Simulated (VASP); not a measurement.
Runs of VASP 6.6.1 on Pd. The structure is that of space group Fd-3m (No. 227), or close to it. The cells are those of the table. 

```csv
task,cell,k mesh for the DOS,occupations for the DOS,gap on the mesh (eV),pressure (GPa)
single point,"a = 3.967 Å, angles 60.0°, 2 atoms",-,-,none,8.7
single point,"a = 3.815 Å, angles 60.0°, 2 atoms",-,-,none,25.6
single point,"a = 4.109 Å, angles 60.0°, 2 atoms",-,-,none,-0.3
single point,"a = 3.466 Å, angles 60.0°, 2 atoms",-,-,none,(a)
```

Alike in all rows: level PBE; potentials or basis VASP PAW PBE potentials, release 64 (Pd); no spin polarisation; k mesh 12 × 12 × 12; cutoff (eV) 520; smearing fermi-dirac 0.08 eV.

Fill in the values left out.

(a) 121.8.

A k mesh can miss the band edges, and the runs leave out spin-orbit coupling on Pd.

A gap of «none» marks levels without a gap at the run's occupations.
